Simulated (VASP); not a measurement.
# ZrSc2As3 (P6/mmm) in VASP: a series of runs, part 2 of 2

VASP 6.6.1. The steps go on from the part before.

### 4 Relaxation of cell and atoms, PBE

This run uses another cell than the first one, of 20.43 Å³/atom, 0.954 times its volume.

The input, INCAR:

```
SYSTEM = ZrSc2As3
PREC     = Accurate       ! precision mode
ENCUT    = 600            ! plane-wave cutoff, eV
EDIFF    = 1E-6           ! SCF threshold, eV
ISMEAR   = 0              ! smearing method
SIGMA    = 0.1            ! smearing width, eV
LREAL    = .False.        ! projectors in reciprocal space
LASPH    = .True.         ! aspherical terms in the spheres
NELM     = 60             ! most SCF steps
ALGO     = Normal         ! electronic algorithm
ISIF     = 3              ! what is computed and relaxed
LWAVE    = .False.        ! write WAVECAR
LCHARG   = .False.        ! write CHGCAR
GGA      = PE             ! functional
IBRION   = 2              ! ionic algorithm
NSW      = 90             ! ionic steps
EDIFFG   = -0.04          ! ionic threshold
```

The input, KPOINTS:

```
regular mesh
0
Gamma
  3 3 4
  0 0 0
```

The input, POSCAR:

```
ZrSc2As3
1.0
    6.0485385800      0.0000000000      0.0000000000
   -3.0242692900      5.2381880600      0.0000000000
    0.0000000000      0.0000000000      3.8686375700
Zr Sc As
1 2 3
Direct
    0.0000000000      0.0000000000      0.0000000000
    0.3333333300      0.6666666700      0.0000000000
    0.6666666700      0.3333333300      0.0000000000
    0.0000000000      0.5000000000      0.5000000000
    0.5000000000      0.5000000000      0.5000000000
    0.5000000000      0.0000000000      0.5000000000
```

Potentials or basis: VASP PAW PBE potentials, release 64 (Zr_sv, Sc_sv, As).

On the command line:

```sh
$ cat potpaw_PBE.64/Zr_sv/POTCAR potpaw_PBE.64/Sc_sv/POTCAR potpaw_PBE.64/As/POTCAR > POTCAR
$ mpirun -np 1 vasp_std > vasp.out
```

OUTCAR:

```text
SYSTEM = ZrSc2As3
   PREC = Accurate
   ENCUT = 600
   EDIFF = 1E-6
   ISMEAR = 0
   LREAL = .False.
   LASPH = .True.
   NELM = 60
   ISIF = 3
   GGA = PE
   IBRION = 2
   NSW = 90
   EDIFFG = -0.04

 ion  position               nearest neighbor table
   1  0.000  0.000  0.000-   2 3.49   3 3.49   2 3.49   3 3.49   3 3.49   2 3.49
   2  0.333  0.667  0.000-   6 2.61   6 2.61   4 2.61   4 2.61   5 2.61   5 2.61   1 3.49   1 3.49
                             1 3.49
   3  0.667  0.333  0.000-   6 2.61   6 2.61   4 2.61   4 2.61   5 2.61   5 2.61   1 3.49   1 3.49
                             1 3.49
   4  0.000  0.500  0.500-   2 2.61   3 2.61   2 2.61   3 2.61
   5  0.500  0.500  0.500-   2 2.61   3 2.61   2 2.61   3 2.61
   6  0.500  0.000  0.500-   2 2.61   3 2.61   2 2.61   3 2.61

  LATTYP: Found a hexagonal cell.
 ALAT       =     6.0485385800
 C/A-ratio  =     0.6395987260

  Lattice vectors:

 A1 = (   6.0485385800,   0.0000000000,   0.0000000000)
 A2 = (  -3.0242692900,   5.2381880600,   0.0000000000)
 A3 = (   0.0000000000,   0.0000000000,   3.8686375700)

Analysis of symmetry for initial positions (statically):
=====================================================================
 Subroutine PRICEL returns:
 Original cell was already a primitive cell.

[... 153 lines left out ...]

 number of electron      48.9999993 magnetization

 Free energy of the ion-electron system (eV)
  ---------------------------------------------------
  ext. energy  EPLUGINS =         0.00000000
  ---------------------------------------------------
  free energy    TOTEN  =       -37.47892207 eV

  energy without entropy =      -37.44000526  energy(sigma->0) =      -37.45946367

------------------------ aborting loop because EDIFF is reached ----------------------------------------

  FORCE on cell =-STRESS in cart. coord.  units (eV):
  Direction    XX          YY          ZZ          XY          YZ          ZX
  --------------------------------------------------------------------------------------
  -------------------------------------------------------------------------------------
  Total        2.7925131      2.7925131      5.2821035      0.0000000      0.0000000      0.0000000
  in kB       36.5019622     36.5019621     69.0443111      0.0000000      0.0000000      0.0000000
  external PRESSURE =      47.3494118 kB  Pullay stress =       0.0000000 kB
[... 67 lines left out ...]
--------------------------------------- Ionic step        3  -------------------------------------------

 number of electron      48.9999998 magnetization

 Free energy of the ion-electron system (eV)
  ---------------------------------------------------
  ext. energy  EPLUGINS =         0.00000000
  ---------------------------------------------------
  free energy    TOTEN  =       -37.57814004 eV

  energy without entropy =      -37.54424271  energy(sigma->0) =      -37.56119137

 E-fermi :   5.9129     XC(G=0): -10.3857

 val. band max:        5.8541371667   @ k =   0.3333   0.0000   0.5000
 cond. band min:       5.9147258863   @ k =   0.3333   0.0000   0.2500
 fundamental gap:      0.0605887196
 Fermi energy:         5.9129148595

 k-point     1 :       0.0000    0.0000    0.0000
  band No.  band energies     occupation
      1     -44.1063      2.00000
      2     -43.2679      2.00000
      3     -43.2555      2.00000
      4     -22.0953      2.00000
      5     -22.0953      2.00000
      6     -22.0199      2.00000
[... 310 lines left out ...]
  FREE ENERGIE OF THE ION-ELECTRON SYSTEM (eV)
  ---------------------------------------------------
  free  energy   TOTEN  =       -37.5781400373 eV

  energy  without entropy=      -37.5442427111  energy(sigma->0) =      -37.56119137

 reached required accuracy - stopping structural energy minimisation
```

Wall time 2.4 min (1 thread of Intel Xeon 6975P-C, shared host); peak memory 0.29 GiB.

Results:

```
Free energy                            : -37.5781 eV
Relaxed volume                         : 21.49 Å³/atom
Relaxed cell                           : a = 6.128 Å, b = 6.128 Å, c = 3.965 Å, α = 90.00°, β = 90.00°, γ = 120.00°
Space group after relaxing (to 0.05 Å) : P6/mmm (No. 191)
Energy gained by relaxing              : 16.5 meV/atom
Ionic steps                            : 3
Pressure after relaxing                : 0.0 GPa
```

Stress tensor (GPa, compression positive):
```
-0.12  0.00  0.00
 0.00 -0.12  0.00
 0.00  0.00  0.11
```

Step by step:
| step | energy change (eV) | largest force (eV/Å) | pressure (GPa) | volume (Å³) |
| --- | --- | --- | --- | --- |
| 1 | 0.0000 | 0.0000 | 4.73 | 122.57 |
| 2 | -0.0532 | 0.0000 | -2.83 | 133.58 |
| 3 | -0.0992 | 0.0000 | -0.05 | 128.94 |

Final structure:
```cif
data_structure
_symmetry_space_group_name_H-M 'P 1'
_symmetry_Int_Tables_number 1
_cell_length_a 6.1280
_cell_length_b 6.1280
_cell_length_c 3.9647
_cell_angle_alpha 90.000
_cell_angle_beta 90.000
_cell_angle_gamma 120.000
_cell_volume 128.94
loop_
_atom_site_label
_atom_site_type_symbol
_atom_site_fract_x
_atom_site_fract_y
_atom_site_fract_z
_atom_site_occupancy
Zr1 Zr 0.00000 0.00000 0.00000 1
Sc1 Sc 0.33333 0.66667 0.00000 1
Sc2 Sc 0.66667 0.33333 0.00000 1
As1 As 0.00000 0.50000 0.50000 1
As2 As 0.50000 0.50000 0.50000 1
As3 As 0.50000 0.00000 0.50000 1
```

Levels at points of the mesh, in eV from the Fermi level:
```tsv
k point	band 20	band 21	band 22	band 23	band 24	band 25	band 26	band 27	band 28	band 29
(0.00, 0.00, 0.00)	-2.12	-2.00	-1.86	-0.95	0.39	0.39	0.65	0.65	1.40	1.40
(0.00, 0.00, 0.50)	-3.12	-3.12	0.23	0.23	0.40	0.40	0.79	0.79	1.02	1.67
```

Caveat: the k points lie up to 0.40 Å⁻¹ apart in the final cell.

### 5 Summary

```csv
task,cell,k mesh,cutoff (eV),gap on the mesh (eV),pressure (GPa),relaxed volume (Å³/atom)
relaxation of cell and atoms,"relaxed from a = 6.116, b = 6.116, c = 3.967 Å, angles 90.0, 90.0, 120.0°, 6 atoms",9 × 9 × 10,600,none,0.0,21.29
single point,"a = 6.116, b = 6.116, c = 3.967 Å, angles 90.0, 90.0, 120.0°, 6 atoms",3 × 3 × 4,520,none,0.1,-
relaxation of cell and atoms,"relaxed from a = 6.049, b = 6.049, c = 3.869 Å, angles 90.0, 90.0, 120.0°, 6 atoms",3 × 3 × 4,600,none,0.0,21.49
```

Alike in all rows: level PBE; potentials or basis VASP PAW PBE potentials, release 64 (Zr_sv, Sc_sv, As); no spin polarisation; smearing gaussian 0.1 eV.

Caveats: some runs use coarse meshes.

Total energies depend on the potentials used, so only differences within one code and one set of settings carry meaning.
